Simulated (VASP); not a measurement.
# Y (Fd-3m) in VASP: single point with PBEsol

Aim: the single point of Y with PBEsol.

All numbers are computed with VASP 6.6.1; they aren't measurements. Logs are shortened: lines on timing, memory, paths and dates and some standing lists are left out, and cuts for length are marked.

**1. The cell of the first run**

It takes space group Fd-3m (No. 227, cubic). Conventional cell: a = 6.826 Å, b = 6.826 Å, c = 6.826 Å, α = 90.00°, β = 90.00°, γ = 90.00°. Within 3.9 Å of Y (site symmetry -43m) lie 4 Y at 2.96 Å.

This isn't the form of Y at room conditions, which is hcp.

**2. Single point, PBEsol**

Contents of POSCAR:

```
Y
1.0
    0.0000000000      3.4128974680      3.4128974680
    3.4128974680      0.0000000000      3.4128974680
    3.4128974680      3.4128974680      0.0000000000
Y
2
Direct
   -0.1250000000     -0.1250000000     -0.1250000000
    0.1250000000      0.1250000000      0.1250000000
```

Contents of INCAR.step1:

```
SYSTEM = Y
PREC = Accurate
ENCUT = 520
EDIFF = 1E-6
ISMEAR = -1
SIGMA = 0.08
LREAL = .False.
LASPH = .True.
NELM = 100
ALGO = Normal
ISIF = 2
LWAVE = .False.
LCHARG = .True.
LMAXMIX = 4
GGA = PS
NBANDS = 18
```

Contents of KPOINTS.step1:

```
regular mesh
0
Gamma
  10 10 10
  0 0 0
```

Contents of INCAR.step2:

```
SYSTEM = Y
PREC = Accurate
ENCUT = 520
EDIFF = 1E-6
ISMEAR = -5
SIGMA = 0.08
LREAL = .False.
LASPH = .True.
NELM = 100
ALGO = Normal
ISIF = 2
LWAVE = .False.
LCHARG = .False.
LMAXMIX = 4
GGA = PS
LORBIT = 10
NBANDS = 18
NEDOS = 1001
ICHARG = 11
```

Contents of KPOINTS.step2:

```
regular mesh
0
Gamma
  15 15 15
  0 0 0
```

Potentials or basis: VASP PAW PBE potentials, release 64 (Y_sv).

Launch:

```bash
> cat potpaw_PBE.64/Y_sv/POTCAR > POTCAR
> cp INCAR.step1 INCAR
> cp KPOINTS.step1 KPOINTS
> mpirun -np 1 vasp_std > vasp.out
> cp INCAR.step2 INCAR
> cp KPOINTS.step2 KPOINTS
> mpirun -np 1 vasp_std > vasp.out
```

OUTCAR:

```text
SYSTEM = Y
   PREC = Accurate
   ENCUT = 520
   EDIFF = 1E-6
   ISMEAR = -5
   LREAL = .False.
   LASPH = .True.
   NELM = 100
   ISIF = 2
   GGA = PS
   LORBIT = 10
   ICHARG = 11

 ion  position               nearest neighbor table
   1  0.875  0.875  0.875-   2 2.96   2 2.96   2 2.96   2 2.96
   2  0.125  0.125  0.125-   1 2.96   1 2.96   1 2.96   1 2.96

  LATTYP: Found a face centered cubic cell.
 ALAT       =     6.8257949360

  Lattice vectors:

 A1 = (   0.0000000000,   3.4128974680,   3.4128974680)
 A2 = (   3.4128974680,   0.0000000000,   3.4128974680)
 A3 = (   3.4128974680,   3.4128974680,   0.0000000000)

Analysis of symmetry for initial positions (statically):
=====================================================================
 Subroutine PRICEL returns:
 Original cell was already a primitive cell.

 Routine SETGRP: Setting up the symmetry group for a
 face centered cubic supercell.

 Subroutine GETGRP returns: Found 48 space group operations
 (whereof 12 operations were pure point group operations)
 out of a pool of 48 trial point group operations.

The static configuration has the point symmetry D_3d.
 The point group associated with its full space group is O_h .

Analysis of symmetry for dynamics (positions and initial velocities):
=====================================================================
 Subroutine PRICEL returns:
 Original cell was already a primitive cell.

 Routine SETGRP: Setting up the symmetry group for a
 face centered cubic supercell.

 Subroutine GETGRP returns: Found 48 space group operations
 (whereof 12 operations were pure point group operations)
 out of a pool of 48 trial point group operations.

The dynamic configuration has the point symmetry D_3d.
 The point group associated with its full space group is O_h .

 Subroutine INISYM returns: Found 48 space group operations
 (whereof 12 operations are pure point group operations),
 and found     1 'primitive' translations

----------------------------------------------------------------------------------------

                                     Primitive cell

  volume of cell :      79.5060

  direct lattice vectors                    reciprocal lattice vectors
     0.000000000  3.412897468  3.412897468    -0.146503083  0.146503083  0.146503083
     3.412897468  0.000000000  3.412897468     0.146503083 -0.146503083  0.146503083
     3.412897468  3.412897468  0.000000000     0.146503083  0.146503083 -0.146503083

  length of vectors
     4.826565886  4.826565886  4.826565886     0.253750783  0.253750783  0.253750783

  position of ions in fractional coordinates (direct lattice)
     0.875000000  0.875000000  0.875000000
     0.125000000  0.125000000  0.125000000

  ion indices of the primitive-cell ions
   primitive index   ion index
                 1           1
                 2           2

----------------------------------------------------------------------------------------

 KPOINTS: regular mesh

Automatic generation of k-mesh.
 Grid dimensions read from file:
 generate k-points for:   15   15   15

 Generating k-lattice:

  Cartesian coordinates                     Fractional coordinates (reciprocal lattice)
    -0.009766872  0.009766872  0.009766872     0.066666667  0.000000000  0.000000000
     0.009766872 -0.009766872  0.009766872     0.000000000  0.066666667  0.000000000
     0.009766872  0.009766872 -0.009766872     0.000000000  0.000000000  0.066666667

  Length of vectors
     0.016916719  0.016916719  0.016916719

  Shift w.r.t. Gamma in fractional coordinates (k-lattice)
     0.000000000  0.000000000  0.000000000

 TETIRR: Found    484 inequivalent tetrahedra from    20250

 Subroutine IBZKPT returns following result:
 ===========================================

 Found    120 irreducible k-points:

 Following reciprocal coordinates:
            Coordinates               Weight
  0.000000  0.000000  0.000000      1.000000
  0.066667  0.000000  0.000000      8.000000
  0.133333  0.000000  0.000000      8.000000
  0.200000  0.000000  0.000000      8.000000
  0.266667  0.000000  0.000000      8.000000
  0.333333  0.000000  0.000000      8.000000
[... 16 lines left out ...]
  0.133333  0.133333  0.000000      6.000000
  0.200000  0.133333  0.000000     24.000000
 [... further k-points ...]
   k-points           NKPTS =    120   k-points in BZ     NKDIM =    120   number of bands    NBANDS=     18
   number of dos      NEDOS =   1001   number of ions     NIONS =      2
   total plane-waves  NPLWV =  46656
   dimension x,y,z NGX =    36 NGY =   36 NGZ =   36
   dimension x,y,z NGXF=    72 NGYF=   72 NGZF=   72
   ions per type =               2
   NGX,Y,Z   is equivalent  to a cutoff of  12.40, 12.40, 12.40 a.u.
   NGXF,Y,Z  is equivalent  to a cutoff of  24.80, 24.80, 24.80 a.u.
 SYSTEM =  Y
   PREC   = accura    normal or accurate (medium, high low for compatibility)
   ISTART =      0    job   : 0-new  1-cont  2-samecut
   ICHARG =     11    charge: 1-file 2-atom 10-const
   ISPIN  =      1    spin polarized calculation?
   LNONCOLLINEAR =      F non collinear calculations
   LSORBIT =      F    spin-orbit coupling
   LASPH  =      T    aspherical Exc in radial PAW
   ENCUT  =  520.0 eV  38.22 Ry    6.18 a.u.   8.97  8.97  8.97*2*pi/ulx,y,z
   NELM   =    100;   NELMIN=  2; NELMDL=  0     # of ELM steps
   EDIFF  = 0.1E-05   stopping-criterion for ELM
   LREAL  =      F    real-space projection
   EDIFFG = 0.1E-04   stopping-criterion for IOM
   NSW    =      0    number of steps for IOM
   IBRION =     -1    ionic relax: 0-MD 1-quasi-New 2-CG
   NFREE  =      0    steps in history (QN), initial steepest desc. (CG)
   ISIF   =      2    stress and relaxation
   ISYM   =      2    0-nonsym 1-usesym 2-fastsym
   POTIM  = 0.5000    time-step for ionic-motion
   TEBEG  =    0.0;   TEEND  =   0.0 temperature during run
   PSTRESS=    0.0 pullay stress
   NELECT =      22.0000    total number of electrons
   NUPDOWN=      -1.0000    fix difference up-down
   EMIN   =  10.00;   EMAX   =-10.00  energy-range for DOS
   EFERMI =   0.00;   METHOD = LEGACY
   ISMEAR =    -5;   SIGMA  =   0.08  broadening in eV -4-tet -1-fermi 0-gaus
   EFERMI_NEDOS =   21; number of points for ismear=-14 and -15
   IALGO  =     38    algorithm
   IMIX   =      4    mixing-type and parameters
     AMIX     =   0.40;   BMIX     =  1.00
     AMIX_MAG =   1.60;   BMIX_MAG =  1.00
  volume/ion in A,a.u.               =      39.75       268.27
  Fermi-wavevector in a.u.,A,eV,Ry     =   1.066799  2.015957 15.484240  1.138060
  Thomas-Fermi vector in A             =   2.202395
   LORBIT       =     10    0 simple, 1 ext, 2 COOP (PROOUT), +10 PAW based schemes
   GGA     = PS    functional components
   LHFCALC =     F    Hartree Fock is set to
   AEXX    =    0.0000 exact exchange contribution
   IVDW    =     0    specifies the selected vdW correction
   LEPSILON=     F    determine dielectric tensor
   LRPA    =     F    only Hartree local field effects (RPA)
 non-spin polarized calculation
 Fermi weights with tetrahedron method with Bloechl corrections
  energy-cutoff  :      520.00
  volume of cell :       79.51
 maximum number of plane-waves:      2166

 number of electron      22.0000001 magnetization

 Free energy of the ion-electron system (eV)
  ---------------------------------------------------
  ext. energy  EPLUGINS =         0.00000000
  ---------------------------------------------------
  free energy    TOTEN  =        -9.62969227 eV

  energy without entropy =       -9.62969227  energy(sigma->0) =       -9.62969227

 E-fermi :   1.5698     XC(G=0):  -8.6168

 val. band max:        1.5993349022   @ k =  -0.4000   0.4667   0.0667
 cond. band min:       1.5542748410   @ k =  -0.3333   0.3333   0.0000
 fundamental gap:     -0.0450600613
 Fermi energy:         1.5698178700

 k-point     1 :       0.0000    0.0000    0.0000
  band No.  band energies     occupation
      1     -41.5220      2.00000
      2     -41.1348      2.00000
      3     -21.7864      2.00000
      4     -21.7864      2.00000
      5     -21.7864      2.00000
      6     -21.0240      2.00000
[... 10 lines left out ...]
     17       3.8069      0.00000
     18       7.1092      0.00000

 k-point     2 :       0.0667    0.0000    0.0000
  band No.  band energies     occupation
      1     -41.5189      2.00000
      2     -41.1381      2.00000
      3     -21.7907      2.00000
      4     -21.7907      2.00000
      5     -21.7863      2.00000
      6     -21.0246      2.00000
[... 10 lines left out ...]
     17       3.7958      0.00000
     18       7.0925      0.00000

 k-point     3 :       0.1333    0.0000    0.0000
  band No.  band energies     occupation
      1     -41.5098      2.00000
      2     -41.1475      2.00000
      3     -21.8026      2.00000
      4     -21.8026      2.00000
      5     -21.7862      2.00000
      6     -21.0261      2.00000
[... 10 lines left out ...]
     17       3.7802      0.00000
     18       7.0404      0.00000

 k-point     4 :       0.2000    0.0000    0.0000
  band No.  band energies     occupation
      1     -41.4956      2.00000
      2     -41.1624      2.00000
      3     -21.8196      2.00000
      4     -21.8196      2.00000
      5     -21.7865      2.00000
      6     -21.0280      2.00000
[... 375 lines left out ...]
      4     -21.7941      2.00000
      5     -21.7817      2.00000
      6     -21.0302      2.00000
[... 10 lines left out ...]
     17       3.7997      0.00000
     18       6.9970      0.00000

 k-point    23 :       0.1333    0.1333    0.0000
  band No.  band energies     occupation
      1     -41.5056      2.00000
      2     -41.1519      2.00000
      3     -21.8218      2.00000
      4     -21.8218      2.00000
      5     -21.7547      2.00000
      6     -21.0600      2.00000
[... 10 lines left out ...]
     17       3.8080      0.00000
     18       6.7259      0.00000

 k-point    24 :       0.2000    0.1333    0.0000
  band No.  band energies     occupation
      1     -41.4948      2.00000
      2     -41.1632      2.00000
      3     -21.8395      2.00000
      4     -21.8394      2.00000
      5     -21.7406      2.00000
      6     -21.0760      2.00000
[... 10 lines left out ...]
     17       3.8439      0.00000
     18       6.5340      0.00000

 [... further k-points ...]

------------------------ aborting loop because EDIFF is reached ----------------------------------------

  FORCE on cell =-STRESS in cart. coord.  units (eV):
  Direction    XX          YY          ZZ          XY          YZ          ZX
  --------------------------------------------------------------------------------------
  -------------------------------------------------------------------------------------
  Total        0.0350509      0.0350509      0.0350509      0.0000000     -0.0000000      0.0000000
  in kB        0.7063341      0.7063341      0.7063341      0.0000000     -0.0000000      0.0000000
  external PRESSURE =       0.7063341 kB  Pullay stress =       0.0000000 kB

 VOLUME and BASIS-vectors are now :
 -----------------------------------------------------------------------------
  energy-cutoff  :      520.00
  volume of cell :       79.51
      direct lattice vectors                 reciprocal lattice vectors
     0.000000000  3.412897468  3.412897468    -0.146503083  0.146503083  0.146503083
     3.412897468  0.000000000  3.412897468     0.146503083 -0.146503083  0.146503083
     3.412897468  3.412897468  0.000000000     0.146503083  0.146503083 -0.146503083

 POSITION                                       TOTAL-FORCE (eV/Angst)
 -----------------------------------------------------------------------------------
      5.97257      5.97257      5.97257        -0.000000     -0.000000     -0.000000
      0.85322      0.85322      0.85322         0.000000      0.000000      0.000000
 -----------------------------------------------------------------------------------
    total drift:                                0.000000      0.000000      0.000000

  FREE ENERGIE OF THE ION-ELECTRON SYSTEM (eV)
  ---------------------------------------------------
  free  energy   TOTEN  =        -9.6296922658 eV

  energy  without entropy=       -9.6296922658  energy(sigma->0) =       -9.62969227

 total charge

# of ion       s       p       d       f       tot
--------------------------------------------------
    1        2.326   6.050   1.181   0.014   9.570
    2        2.326   6.050   1.181   0.014   9.570
--------------------------------------------------
tot          4.651  12.101   2.362   0.027  19.140
```

Run time: 1.9 min. Hardware: 1 thread of Intel Xeon Platinum 8259CL at 2.50GHz (Skylake/Cascade Lake), shared host; peak memory 0.31 GiB.

What came out:

```yaml
Valence_electrons_inside_the_program's_atomic_spheres: Y 9.57
```

Caveat: the PAW data sets were made with another functional, which shifts forces and pressure a little; tetrahedron occupations give inexact forces and stress in metals.
